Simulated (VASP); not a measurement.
# Mn (Im-3m) in VASP: notebook

The runs below take Mn through single point, with RPBE.

Program: VASP 6.6.1. These are calculated values, not measurements. Logs are shortened: lines on timing, memory, paths and dates and some standing lists are left out, and cuts for length are marked.

**1. The cell of the first run**

Symmetry: Im-3m, No. 229, cubic system. Conventional cell: a = 3.068 Å, b = 3.068 Å, c = 3.068 Å, α = 90.00°, β = 90.00°, γ = 90.00°. Within 3.5 Å of Mn (site symmetry m-3m) lie 14 Mn at 2.66 to 3.07 Å.

This isn't the form of Mn at room conditions, which is a 58-atom cubic cell.

**2. Single point, RPBE, collinear spin, antiferromagnetic start (14.43 Å³/atom)**

INCAR

```
SYSTEM = Mn
  PREC = Accurate
  ENCUT = 520
  EDIFF = 1E-6
  ISMEAR = -1
  SIGMA = 0.05
  LREAL = .False.
  LASPH = .True.
  NELM = 150
  ALGO = Normal
  ISIF = 2
  LWAVE = .False.
  LCHARG = .False.
  ISPIN = 2
  MAGMOM = 3.14 -3.14
  LORBIT = 11
  LMAXMIX = 4
  GGA = RP
  NBANDS = 24
```

KPOINTS

```
Automatic mesh
0
Gamma
  12 12 12
  0 0 0
```

POSCAR

```
Mn
1.0
    3.0675384973      0.0000000000      0.0000000000
    0.0000000000      3.0675384973      0.0000000000
    0.0000000000      0.0000000000      3.0675384973
Mn
2
Direct
    0.0000000000      0.0000000000      0.0000000000
    0.5000000000      0.5000000000      0.5000000000
```

Potentials or basis: VASP PAW PBE potentials, release 64 (Mn_pv).

Command:

```console
cat potpaw_PBE.64/Mn_pv/POTCAR > POTCAR
mpirun -np 1 vasp_std > vasp.out
```

OUTCAR:

```text
SYSTEM = Mn
   PREC = Accurate
   ENCUT = 520
   EDIFF = 1E-6
   ISMEAR = -1
   LREAL = .False.
   LASPH = .True.
   NELM = 150
   ISIF = 2
   ISPIN = 2
   LORBIT = 11
   GGA = RP

 ion  position               nearest neighbor table
   1  0.000  0.000  0.000-   2 2.66   2 2.66   2 2.66   2 2.66   2 2.66   2 2.66   2 2.66   2 2.66

   2  0.500  0.500  0.500-   1 2.66   1 2.66   1 2.66   1 2.66   1 2.66   1 2.66   1 2.66   1 2.66

  LATTYP: Found a simple cubic cell.
 ALAT       =     3.0675384973

  Lattice vectors:

 A1 = (   3.0675384973,   0.0000000000,   0.0000000000)
 A2 = (   0.0000000000,   3.0675384973,   0.0000000000)
 A3 = (   0.0000000000,   0.0000000000,   3.0675384973)

Analysis of symmetry for initial positions (statically):
=====================================================================
 Subroutine PRICEL returns following result:

  LATTYP: Found a body centered cubic cell.
 ALAT       =     3.0675384973
[... 12 lines left out ...]
 Subroutine GETGRP returns: Found 48 space group operations
 (whereof 48 operations were pure point group operations)
 out of a pool of 48 trial point group operations.

The static configuration has the point symmetry O_h .

Analysis of symmetry for dynamics (positions and initial velocities):
=====================================================================
 Subroutine PRICEL returns following result:

  LATTYP: Found a body centered cubic cell.
 ALAT       =     3.0675384973
[... 12 lines left out ...]
 Subroutine GETGRP returns: Found 48 space group operations
 (whereof 48 operations were pure point group operations)
 out of a pool of 48 trial point group operations.

The dynamic configuration has the point symmetry O_h .

Analysis of structural, dynamic, and magnetic symmetry:
=====================================================================
 Subroutine PRICEL returns following result:

  LATTYP: Found a body centered cubic cell.
 ALAT       =     3.0675384973
[... 12 lines left out ...]
 Subroutine GETGRP returns: Found 48 space group operations
 (whereof 48 operations were pure point group operations)
 out of a pool of 48 trial point group operations.

The overall configuration has the point symmetry O_h .

 Subroutine INISYM returns: Found 48 space group operations
 (whereof 48 operations are pure point group operations),
 and found     2 'primitive' translations

----------------------------------------------------------------------------------------

                                     Primitive cell

  volume of cell :      14.4325

  direct lattice vectors                    reciprocal lattice vectors
     1.533769249  1.533769249 -1.533769249     0.325994279  0.325994279  0.000000000
    -1.533769249  1.533769249  1.533769249    -0.000000000  0.325994279  0.325994279
[... 109 lines left out ...]
   LHFCALC =     F    Hartree Fock is set to
   AEXX    =    0.0000 exact exchange contribution
   IVDW    =     0    specifies the selected vdW correction
   LEPSILON=     F    determine dielectric tensor
   LRPA    =     F    only Hartree local field effects (RPA)
 spin polarized calculation
  energy-cutoff  :      520.00
  volume of cell :       28.86
 maximum number of plane-waves:       804
 NGX is ok and might be reduce to    24
   NGX = 11   NGY = 11   NGZ = 11

 number of electron      26.0000009 magnetization       0.0000000

 number of electron      26.0000009 magnetization      -0.0000000

 Free energy of the ion-electron system (eV)
  ---------------------------------------------------
  ext. energy  EPLUGINS =         0.00000000
  ---------------------------------------------------
  free energy    TOTEN  =       -16.70356214 eV

  energy without entropy =      -16.67693937  energy(sigma->0) =      -16.69025075

 E-fermi :   8.0118     XC(G=0): -12.0980

 val. band max:        8.0066355446   @ k =   0.3333   0.0000   0.0000
 cond. band min:       8.0126534607   @ k =   0.3333   0.1667   0.0833
 fundamental gap:      0.0060179161
 Fermi energy:         8.0118274044

 spin component 1

 k-point     1 :       0.0000    0.0000    0.0000
  band No.  band energies     occupation
      1     -42.0766      1.00000
      2     -42.0766      1.00000
      3     -42.0766      1.00000
      4     -38.5751      1.00000
      5     -38.5751      1.00000
      6     -38.5751      1.00000
[... 637 lines left out ...]
     23      23.6273      0.00000
     24      25.0852      0.00000

 [... further k-points ...]

 spin component 2

 k-point     1 :       0.0000    0.0000    0.0000
  band No.  band energies     occupation
      1     -42.0766      1.00000
      2     -42.0766      1.00000
      3     -42.0766      1.00000
      4     -38.5751      1.00000
      5     -38.5751      1.00000
      6     -38.5751      1.00000
[... 637 lines left out ...]
     23      23.6273      0.00000
     24      25.0852      0.00000

 [... further k-points ...]

------------------------ aborting loop because EDIFF is reached ----------------------------------------

  FORCE on cell =-STRESS in cart. coord.  units (eV):
  Direction    XX          YY          ZZ          XY          YZ          ZX
  --------------------------------------------------------------------------------------
  -------------------------------------------------------------------------------------
  Total       -0.4454433     -0.4454433     -0.4454433     -0.0000000     -0.0000000      0.0000000
  in kB      -24.7248116    -24.7248116    -24.7248116     -0.0000000     -0.0000000      0.0000000
  external PRESSURE =     -24.7248116 kB  Pullay stress =       0.0000000 kB

 VOLUME and BASIS-vectors are now :
 -----------------------------------------------------------------------------
  energy-cutoff  :      520.00
  volume of cell :       28.86
      direct lattice vectors                 reciprocal lattice vectors
     3.067538497  0.000000000  0.000000000     0.325994279  0.000000000  0.000000000
     0.000000000  3.067538497  0.000000000     0.000000000  0.325994279  0.000000000
     0.000000000  0.000000000  3.067538497     0.000000000  0.000000000  0.325994279

 POSITION                                       TOTAL-FORCE (eV/Angst)
 -----------------------------------------------------------------------------------
      0.00000      0.00000      0.00000        -0.000000      0.000000     -0.000000
      1.53377      1.53377      1.53377         0.000000     -0.000000      0.000000
 -----------------------------------------------------------------------------------
    total drift:                                0.000000      0.000000     -0.000000

  FREE ENERGIE OF THE ION-ELECTRON SYSTEM (eV)
  ---------------------------------------------------
  free  energy   TOTEN  =       -16.7035621367 eV

  energy  without entropy=      -16.6769393675  energy(sigma->0) =      -16.69025075

 total charge

# of ion       s       p       d       tot
------------------------------------------
    1        0.351   6.272   4.918  11.541
    2        0.351   6.272   4.918  11.541
--------------------------------------------------
tot          0.702  12.543   9.836  23.082

 magnetization (x)

# of ion       s       p       d       tot
------------------------------------------
    1        0.055   0.042   3.216   3.313
    2       -0.055  -0.042  -3.216  -3.313
--------------------------------------------------
tot          0.000   0.000   0.000   0.000
```

OSZICAR:

```text
N       E                     dE             d eps       ncg     rms          rms(c)
DAV:   1     0.259250901850E+03    0.25925E+03   -0.15046E+04  8240   0.141E+03
DAV:   2    -0.815342861832E+01   -0.26740E+03   -0.25684E+03  8352   0.397E+02
DAV:   3    -0.187034964201E+02   -0.10550E+02   -0.10497E+02  8872   0.902E+01
DAV:   4    -0.188189343461E+02   -0.11544E+00   -0.11543E+00  8696   0.918E+00
DAV:   5    -0.188213221404E+02   -0.23878E-02   -0.23878E-02  8880   0.133E+00    0.141E+01
DAV:   6    -0.166339221896E+02    0.21874E+01   -0.10795E+01  8096   0.381E+01    0.102E+01
DAV:   7    -0.166657427815E+02   -0.31821E-01   -0.73461E-01  8112   0.103E+01    0.384E+00
DAV:   8    -0.167026288888E+02   -0.36886E-01   -0.67615E-02  8512   0.166E+00    0.187E+00
DAV:   9    -0.167015872070E+02    0.10417E-02   -0.64672E-02  8624   0.129E+00    0.612E-01
DAV:  10    -0.167032783009E+02   -0.16911E-02   -0.62502E-03  8232   0.610E-01    0.229E-01
DAV:  11    -0.167035293777E+02   -0.25108E-03   -0.82112E-04  8848   0.210E-01    0.851E-02
DAV:  12    -0.167035546629E+02   -0.25285E-04   -0.88124E-05  8224   0.758E-02    0.279E-02
DAV:  13    -0.167035628606E+02   -0.81977E-05   -0.17743E-05  8864   0.282E-02    0.147E-02
DAV:  14    -0.167035621367E+02    0.72393E-06   -0.82413E-06  8616   0.231E-02
   1 F= -.16703562E+02 E0= -.16690251E+02  d E =-.266228E-01  mag=    -0.0000
```

stdout:

```text
POSCAR found type information on POSCAR Mn
 POSCAR found :  1 types and       2 ions
 scaLAPACK will be used
 -----------------------------------------------------------------------------
|                                                                             |
|                                                                             |
|     You enforced a specific xc type in the INCAR file but a different       |
|     I HOPE YOU KNOW WHAT YOU ARE DOING!                                     |
|                                                                             |
 -----------------------------------------------------------------------------

 LDA part: xc-table for (Slater+PW92), standard interpolation
 POSCAR, INCAR and KPOINTS ok, starting setup
 FFT: planning ... GRIDC
 FFT: planning ... GRID_SOFT
 FFT: planning ... GRID
 WAVECAR not read
 entering main loop
```

Wall time 40 s (1 thread of AMD EPYC 9R45 (Zen 5), shared host); peak memory 0.17 GiB.

Results:

```
Free energy                                           : -16.7036 eV
Pressure                                              : -2.5 GPa
Band gap on the k mesh                                : zero (filled and empty bands overlap)
Net moment                                            : 0.00 μB per cell
Site moments                                          : Mn +3.31, -3.31 μB
Valence electrons inside the program's atomic spheres : Mn 11.54
```

Caveat: the PAW data sets were made with another functional, which shifts forces and pressure a little.

**3. Single point, RPBE, collinear spin, antiferromagnetic start (14.99 Å³/atom)**

This run uses another cell than the first one, of 14.99 Å³/atom.

INCAR

```
SYSTEM = Mn
PREC = Accurate
ENCUT = 520
EDIFF = 1E-6
ISMEAR = -1
SIGMA = 0.05
LREAL = .False.
LASPH = .True.
NELM = 150
ALGO = Normal
ISIF = 2
LWAVE = .False.
LCHARG = .False.
ISPIN = 2
MAGMOM = 3.14 -3.14
LORBIT = 11
LMAXMIX = 4
GGA = RP
NBANDS = 24
```

KPOINTS

```
regular mesh
0
Gamma
  12 12 12
  0 0 0
```

POSCAR

```
Mn
1.0
    3.1063722210      0.0000000000      0.0000000000
    0.0000000000      3.1063722210      0.0000000000
    0.0000000000      0.0000000000      3.1063722210
Mn
2
Direct
    0.0000000000      0.0000000000      0.0000000000
    0.5000000000      0.5000000000      0.5000000000
```

Potentials or basis: VASP PAW PBE potentials, release 64 (Mn_pv).

Command:

```console
cat potpaw_PBE.64/Mn_pv/POTCAR > POTCAR
mpirun -np 1 vasp_std > vasp.out
```

It took 37 s on 1 thread of AMD EPYC 9R45 (Zen 5), shared host; peak memory 0.17 GiB.

The run converged. Its results:

| Quantity | Value |
| --- | --- |
| Free energy | -16.6813 eV |
| Pressure | -4.2 GPa |
| Band gap on the k mesh | zero (filled and empty bands overlap) |
| Net moment | 0.00 μB per cell |
| Site moments | Mn +3.44, -3.44 μB |
| Valence electrons inside the program's atomic spheres | Mn 11.50 |

Levels at points of the mesh, in eV from the Fermi level:
Spin up:
| k point | band 9 | band 10 | band 11 | band 12 | band 13 | band 14 | band 15 | band 16 | band 17 | band 18 |
| --- | --- | --- | --- | --- | --- | --- | --- | --- | --- | --- |
| (0.00, 0.00, 0.00) | -4.05 | -2.24 | -2.24 | -2.24 | 0.59 | 0.59 | 1.57 | 1.57 | 1.57 | 7.47 |
| (0.50, 0.00, 0.00) | -3.38 | -2.53 | -2.53 | -1.97 | -0.90 | -0.12 | 0.38 | 0.38 | 1.25 | 2.41 |
| (0.50, 0.50, 0.00) | -2.93 | -2.93 | -1.74 | -0.72 | -0.32 | -0.32 | 0.93 | 1.52 | 1.52 | 2.06 |
| (0.50, 0.50, 0.50) | -3.52 | -1.72 | -1.72 | -1.47 | -1.47 | -1.47 | 2.10 | 2.10 | 6.74 | 6.74 |
Spin down:
| k point | band 10 | band 11 | band 12 | band 13 | band 14 | band 15 | band 16 | band 17 |
| --- | --- | --- | --- | --- | --- | --- | --- | --- |
| (0.00, 0.00, 0.00) | -2.24 | -2.24 | -2.24 | 0.59 | 0.59 | 1.57 | 1.57 | 1.57 |
| (0.50, 0.00, 0.00) | -2.53 | -2.53 | -1.97 | -0.90 | -0.12 | 0.38 | 0.38 | 1.25 |
| (0.50, 0.50, 0.00) | -2.93 | -1.74 | -0.72 | -0.32 | -0.32 | 0.93 | 1.52 | 1.52 |
| (0.50, 0.50, 0.50) | -1.72 | -1.72 | -1.47 | -1.47 | -1.47 | 2.10 | 2.10 | 6.74 |

Caveat: the cell stands under tension; the PAW data sets were made with another functional, which shifts forces and pressure a little.
